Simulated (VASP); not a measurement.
Here is a VASP 6.6.1 calculation.

Contents of INCAR:

```
SYSTEM = Ge
ALGO     = Normal         ! electronic algorithm
EDIFF    = 1E-6           ! SCF threshold, eV
ENCUT    = 520            ! plane-wave cutoff, eV
GGA      = PE             ! functional
ISIF     = 2              ! what is computed and relaxed
ISMEAR   = -1             ! smearing method
LASPH    = .True.         ! aspherical terms in the spheres
LCHARG   = .True.         ! write CHGCAR
LELF     = .True.         ! ELF
LREAL    = .False.        ! projectors in reciprocal space
LVHAR    = .True.       
LWAVE    = .False.        ! write WAVECAR
NBANDS   = 21             ! bands
NELM     = 100            ! most SCF steps
PREC     = Accurate       ! precision mode
SIGMA    = 0.05           ! smearing width, eV
```

Contents of KPOINTS:

```
k-points
0
Gamma
  10 10 10
  0 0 0
```

The input POSCAR:

```
Ge
1.0
    0.0000000000      2.8570577000      2.8287700000
    2.8570577000      0.0000000000      2.8287700000
    2.8570577000      2.8570577000      0.0000000000
Ge
2
Direct
    0.5000000000      0.5000000000      0.5000000000
    0.7500000000      0.7500000000      0.7500000000
```

Potentials or basis: VASP PAW PBE potentials, release 64 (Ge_d).

Command:

```bash
$ cat potpaw_PBE.64/Ge_d/POTCAR > POTCAR
$ mpirun -np 1 vasp_std > vasp.out
```

(1) What does it give for the band gap on the k mesh?

(2) Predict the pressure.

Results:

(1) 0.08 eV.

(2) 2.1 GPa.

Caveat: the cell differs from its parent crystal (equal xx and yy strain of +1 %).
